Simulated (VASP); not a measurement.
# C (C222_1) in VASP: single point with PBE

Aim: the single point of C with PBE.

All numbers are computed with VASP 6.6.1; they aren't measurements. Logs are shortened: lines on timing, memory, paths and dates and some standing lists are left out, and cuts for length are marked.

## (1) The cell of the first run

Symmetry: C222_1, No. 20, orthorhombic system. Conventional cell: a = 2.518 Å, b = 4.361 Å, c = 8.305 Å, α = 90.00°, β = 90.00°, γ = 90.00°. Within 2.0 Å of C (site symmetry 1) lie 4 C at 1.53 to 1.55 Å. Within 2.0 Å of C (site symmetry 1) lie 4 C at 1.53 to 1.57 Å.

## (2) Single point, PBE (atoms displaced along a vibrational mode)

Contents of INCAR:

```
  PREC = Accurate
  ENCUT = 520
  EDIFF = 1E-6
  ISMEAR = 0
  SIGMA = 0.05
  LREAL = False
  LASPH = True
  NELM = 100
  ALGO = Normal
  ISIF = 2
  LWAVE = False
  LCHARG = False
  GGA = PE
  NBANDS = 26
```

Contents of KPOINTS:

```
Automatic mesh
0
Gamma
  12 12 4
```

Contents of POSCAR:

```
C
1.0
    2.5180642186      0.0000000000      0.0000000000
   -1.2590321093      2.1807075817      0.0000000000
    0.0000000000      0.0000000000      8.3046919353
C
8
Direct
   -0.0276402800      0.0000000000      0.0929732494
    0.0276402800      0.0000000000      0.5929732494
    0.0276402800      0.0000000000      0.4070267506
   -0.0276402800      0.0000000000      0.9070267506
    0.3106995426      0.6666666667      0.1555299995
    0.6893004574      0.3333333333      0.6555299995
    0.3559671240      0.6666666667      0.3444700005
    0.6440328760      0.3333333333      0.8444700005
```

Potentials or basis: VASP PAW PBE potentials, release 64 (C).

The run is started by

```sh
$ cat potpaw_PBE.64/C/POTCAR > POTCAR
$ mpirun -np 1 vasp_std > vasp.out
```

OUTCAR:

```text
PREC = Accurate
   ENCUT = 520
   EDIFF = 1E-6
   ISMEAR = 0
   LREAL = False
   LASPH = True
   NELM = 100
   ISIF = 2
   GGA = PE

 ion  position               nearest neighbor table
   1  0.972  0.000  0.093-   5 1.53   5 1.54   4 1.54   5 1.55
   2  0.028  0.000  0.593-   6 1.53   6 1.54   3 1.54   6 1.55
   3  0.028  0.000  0.407-   7 1.53   7 1.54   2 1.54   7 1.55
   4  0.972  0.000  0.907-   8 1.53   8 1.54   1 1.54   8 1.55
   5  0.311  0.667  0.156-   1 1.53   1 1.54   1 1.55   7 1.57
   6  0.689  0.333  0.656-   2 1.53   2 1.54   2 1.55   8 1.57
   7  0.356  0.667  0.344-   3 1.53   3 1.54   3 1.55   5 1.57
   8  0.644  0.333  0.844-   4 1.53   4 1.54   4 1.55   6 1.57

  LATTYP: Found a hexagonal cell.
 ALAT       =     2.5180642186
 C/A-ratio  =     3.2980461237

  Lattice vectors:

 A1 = (   2.5180642186,   0.0000000000,   0.0000000000)
 A2 = (  -1.2590321093,   2.1807075817,   0.0000000000)
 A3 = (   0.0000000000,   0.0000000000,   8.3046919353)

Analysis of symmetry for initial positions (statically):
=====================================================================
 Subroutine PRICEL returns:
 Original cell was already a primitive cell.

 Routine SETGRP: Setting up the symmetry group for a
 hexagonal supercell.

 Subroutine GETGRP returns: Found  4 space group operations
 (whereof  2 operations were pure point group operations)
 out of a pool of 24 trial point group operations.

The static configuration has the point symmetry C_2 .
 The point group associated with its full space group is D_2 .

Analysis of symmetry for dynamics (positions and initial velocities):
=====================================================================
 Subroutine PRICEL returns:
 Original cell was already a primitive cell.

 Routine SETGRP: Setting up the symmetry group for a
 hexagonal supercell.

 Subroutine GETGRP returns: Found  4 space group operations
 (whereof  2 operations were pure point group operations)
 out of a pool of 24 trial point group operations.

The dynamic configuration has the point symmetry C_2 .
 The point group associated with its full space group is D_2 .

 Subroutine INISYM returns: Found  4 space group operations
 (whereof  2 operations are pure point group operations),
 and found     1 'primitive' translations

----------------------------------------------------------------------------------------

                                     Primitive cell

  volume of cell :      45.6024

  direct lattice vectors                    reciprocal lattice vectors
     2.518064219  0.000000000  0.000000000     0.397130459  0.229283378  0.000000000
    -1.259032109  2.180707582  0.000000000     0.000000000  0.458566755  0.000000000
     0.000000000  0.000000000  8.304691935     0.000000000  0.000000000  0.120413859

  length of vectors
     2.518064219  2.518064219  8.304691935     0.458566755  0.458566755  0.120413859

  position of ions in fractional coordinates (direct lattice)
     0.972359720  0.000000000  0.092973249
     0.027640280  0.000000000  0.592973249
     0.027640280  0.000000000  0.407026751
     0.972359720  0.000000000  0.907026751
     0.310699543  0.666666667  0.155529999
     0.689300457  0.333333333  0.655529999
     0.355967124  0.666666667  0.344470001
     0.644032876  0.333333333  0.844470001

  ion indices of the primitive-cell ions
   primitive index   ion index
                 1           1
                 2           2
                 3           3
                 4           4
                 5           5
                 6           6
                 7           7
                 8           8

----------------------------------------------------------------------------------------

 KPOINTS: Automatic mesh

Automatic generation of k-mesh.
 Grid dimensions read from file:
 generate k-points for:   12   12    4

 Generating k-lattice:

  Cartesian coordinates                     Fractional coordinates (reciprocal lattice)
     0.033094205  0.019106948  0.000000000     0.083333333  0.000000000  0.000000000
     0.000000000  0.038213896  0.000000000     0.000000000  0.083333333  0.000000000
     0.000000000  0.000000000  0.030103465     0.000000000  0.000000000  0.250000000

  Length of vectors
     0.038213896  0.038213896  0.030103465

  Shift w.r.t. Gamma in fractional coordinates (k-lattice)
     0.000000000  0.000000000  0.000000000

 Subroutine IBZKPT returns following result:
 ===========================================

 Found    129 irreducible k-points:

 Following reciprocal coordinates:
            Coordinates               Weight
  0.000000  0.000000  0.000000      1.000000
  0.083333 -0.000000  0.000000      4.000000
  0.000000  0.083333  0.000000      2.000000
  0.166667 -0.000000  0.000000      4.000000
  0.000000  0.166667  0.000000      2.000000
  0.250000 -0.000000  0.000000      4.000000
[... 16 lines left out ...]
 -0.083333  0.416667  0.000000      4.000000
 -0.416667  0.333333  0.000000      4.000000
 [... further k-points ...]
   k-points           NKPTS =    129   k-points in BZ     NKDIM =    129   number of bands    NBANDS=     26
   number of dos      NEDOS =    301   number of ions     NIONS =      8
   total plane-waves  NPLWV =  25600
   dimension x,y,z NGX =    20 NGY =   20 NGZ =   64
   dimension x,y,z NGXF=    40 NGYF=   40 NGZF=  128
   ions per type =               8
   NGX,Y,Z   is equivalent  to a cutoff of  13.20, 13.20, 12.81 a.u.
   NGXF,Y,Z  is equivalent  to a cutoff of  26.41, 26.41, 25.62 a.u.
 SYSTEM =  unknown system
   PREC   = accura    normal or accurate (medium, high low for compatibility)
   ISTART =      0    job   : 0-new  1-cont  2-samecut
   ICHARG =      2    charge: 1-file 2-atom 10-const
   ISPIN  =      1    spin polarized calculation?
   LNONCOLLINEAR =      F non collinear calculations
   LSORBIT =      F    spin-orbit coupling
   LASPH  =      T    aspherical Exc in radial PAW
   ENCUT  =  520.0 eV  38.22 Ry    6.18 a.u.   4.68  4.68 15.44*2*pi/ulx,y,z
   NELM   =    100;   NELMIN=  2; NELMDL= -5     # of ELM steps
   EDIFF  = 0.1E-05   stopping-criterion for ELM
   LREAL  =      F    real-space projection
   EDIFFG = 0.1E-04   stopping-criterion for IOM
   NSW    =      0    number of steps for IOM
   IBRION =     -1    ionic relax: 0-MD 1-quasi-New 2-CG
   NFREE  =      0    steps in history (QN), initial steepest desc. (CG)
   ISIF   =      2    stress and relaxation
   ISYM   =      2    0-nonsym 1-usesym 2-fastsym
   POTIM  = 0.5000    time-step for ionic-motion
   TEBEG  =    0.0;   TEEND  =   0.0 temperature during run
   PSTRESS=    0.0 pullay stress
   NELECT =      32.0000    total number of electrons
   NUPDOWN=      -1.0000    fix difference up-down
   EMIN   =  10.00;   EMAX   =-10.00  energy-range for DOS
   EFERMI =   0.00;   METHOD = LEGACY
   ISMEAR =     0;   SIGMA  =   0.05  broadening in eV -4-tet -1-fermi 0-gaus
   EFERMI_NEDOS =   21; number of points for ismear=-14 and -15
   IALGO  =     38    algorithm
   IMIX   =      4    mixing-type and parameters
     AMIX     =   0.40;   BMIX     =  1.00
     AMIX_MAG =   1.60;   BMIX_MAG =  1.00
  volume/ion in A,a.u.               =       5.70        38.47
  Fermi-wavevector in a.u.,A,eV,Ry     =   1.454774  2.749124 28.794932  2.116368
  Thomas-Fermi vector in A             =   2.571886
   LORBIT       =      0    0 simple, 1 ext, 2 COOP (PROOUT), +10 PAW based schemes
   GGA     = PE    functional components
   LHFCALC =     F    Hartree Fock is set to
   AEXX    =    0.0000 exact exchange contribution
   IVDW    =     0    specifies the selected vdW correction
   LEPSILON=     F    determine dielectric tensor
   LRPA    =     F    only Hartree local field effects (RPA)
 non-spin polarized calculation
 Gauss-broadening in eV      SIGMA  =   0.05
  energy-cutoff  :      520.00
  volume of cell :       45.60
 maximum number of plane-waves:      1243
   NGX =  9   NGY =  9   NGZ = 31

 number of electron      31.9999995 magnetization

 Free energy of the ion-electron system (eV)
  ---------------------------------------------------
  ext. energy  EPLUGINS =         0.00000000
  ---------------------------------------------------
  free energy    TOTEN  =       -72.56141415 eV

  energy without entropy =      -72.56141415  energy(sigma->0) =      -72.56141415

 E-fermi :  10.0639     XC(G=0): -13.2264

 val. band max:        9.7796858568   @ k =   0.0000   0.0000   0.0000
 cond. band min:      14.3163895992   @ k =   0.4167  -0.0000   0.0000
 fundamental gap:      4.5367037425
 Fermi energy:        10.0639195733

 k-point     1 :       0.0000    0.0000    0.0000
  band No.  band energies     occupation
      1     -11.7658      2.00000
      2     -10.1306      2.00000
      3     -10.0226      2.00000
      4      -6.1254      2.00000
      5      -3.6597      2.00000
      6       2.9616      2.00000
[... 18 lines left out ...]
     25      17.9767      0.00000
     26      18.2578      0.00000

 k-point     2 :       0.0833   -0.0000    0.0000
  band No.  band energies     occupation
      1     -11.5945      2.00000
      2      -9.9619      2.00000
      3      -9.8547      2.00000
      4      -5.9725      2.00000
      5      -3.5017      2.00000
      6       3.0463      2.00000
[... 18 lines left out ...]
     25      18.4414      0.00000
     26      18.8192      0.00000

 k-point     3 :       0.0000    0.0833    0.0000
  band No.  band energies     occupation
      1     -11.5945      2.00000
      2      -9.9619      2.00000
      3      -9.8547      2.00000
      4      -5.9725      2.00000
      5      -3.5018      2.00000
      6       3.0463      2.00000
[... 572 lines left out ...]
 k-point    23 :      -0.0833    0.4167    0.0000
  band No.  band energies     occupation
      1      -8.2610      2.00000
      2      -6.6933      2.00000
      3      -6.6323      2.00000
      4      -3.0605      2.00000
      5      -2.3612      2.00000
      6      -1.0251      2.00000
[... 18 lines left out ...]
     25      21.0272      0.00000
     26      21.6301      0.00000

 k-point    24 :      -0.4167    0.3333    0.0000
  band No.  band energies     occupation
      1      -8.2604      2.00000
      2      -6.6967      2.00000
      3      -6.6282      2.00000
      4      -3.0653      2.00000
      5      -2.3581      2.00000
      6      -1.0376      2.00000
[... 18 lines left out ...]
     25      21.0003      0.00000
     26      21.6091      0.00000

 [... further k-points ...]

------------------------ aborting loop because EDIFF is reached ----------------------------------------

  FORCE on cell =-STRESS in cart. coord.  units (eV):
  Direction    XX          YY          ZZ          XY          YZ          ZX
  --------------------------------------------------------------------------------------
  -------------------------------------------------------------------------------------
  Total        0.0822562      0.2594552      0.2337226      0.0000000      0.0000000      0.0000000
  in kB        2.8899583      9.1155971      8.2115184      0.0000000      0.0000000      0.0000000
  external PRESSURE =       6.7390246 kB  Pullay stress =       0.0000000 kB

 VOLUME and BASIS-vectors are now :
 -----------------------------------------------------------------------------
  energy-cutoff  :      520.00
  volume of cell :       45.60
      direct lattice vectors                 reciprocal lattice vectors
     2.518064219  0.000000000  0.000000000     0.397130459  0.229283378  0.000000000
    -1.259032109  2.180707582  0.000000000     0.000000000  0.458566755  0.000000000
     0.000000000  0.000000000  8.304691935     0.000000000  0.000000000  0.120413859

 POSITION                                       TOTAL-FORCE (eV/Angst)
 -----------------------------------------------------------------------------------
      2.44846      0.00000      0.77211         0.471019      0.014617     -0.000677
      0.06960      0.00000      4.92446        -0.471019     -0.014617     -0.000677
      0.06960      0.00000      3.38023        -0.471019      0.014617      0.000677
      2.44846      0.00000      7.53258         0.471019     -0.014617      0.000677
     -0.05699      1.45381      1.29163         0.377075     -0.019622      0.014071
      1.31603      0.72690      5.44397        -0.377075      0.019622      0.014071
      0.05699      1.45381      2.86072        -0.377075     -0.019622     -0.014071
      1.20204      0.72690      7.01306         0.377075      0.019622     -0.014071
 -----------------------------------------------------------------------------------
    total drift:                                0.000000      0.000000      0.000000

  FREE ENERGIE OF THE ION-ELECTRON SYSTEM (eV)
  ---------------------------------------------------
  free  energy   TOTEN  =       -72.5614141462 eV

  energy  without entropy=      -72.5614141462  energy(sigma->0) =      -72.56141415
```

Wall time 2 min (1 thread of Intel Xeon 6975P-C (Granite Rapids), shared host); peak memory 0.22 GiB.

Results:

| Item | Value |
| --- | --- |
| Free energy | -72.5614 eV |
| Pressure | 0.7 GPa |
| Largest force | 0.471 eV/Å |
| Band gap on the k mesh | 4.54 eV (least direct gap 5.30 eV) |

Forces in eV/Å, atoms in the order of the input:
```
C    0.471  0.015 -0.001
C   -0.471 -0.015 -0.001
C   -0.471  0.015  0.001
C    0.471 -0.015  0.001
C    0.377 -0.020  0.014
C   -0.377  0.020  0.014
C   -0.377 -0.020 -0.014
C    0.377  0.020 -0.014
```

Stress tensor (GPa, compression positive):
```
0.29 0.00 0.00
0.00 0.91 0.00
0.00 0.00 0.82
```

Levels at points of the mesh, in eV from the valence-band top:
```
           k point  band 14  band 15  band 16  band 17  band 18  band 19
(0.00, 0.00, 0.00)    -0.16    -0.03     0.00     5.30     5.31     5.45
(0.50, 0.00, 0.00)    -4.59    -3.61    -2.95     4.61     5.43     5.99
(0.00, 0.50, 0.00)    -4.64    -3.60    -2.98     4.66     5.58     5.97
(0.00, 0.00, 0.50)    -0.65    -0.63    -0.63     6.06     6.06     6.06
(0.50, 0.00, 0.50)    -4.66    -3.64    -3.64     4.95     4.95     6.82
(0.00, 0.50, 0.50)    -4.70    -3.63    -3.63     4.99     4.99     6.99
```

Caveat: the cell differs from its parent crystal (atoms displaced along a vibrational mode).
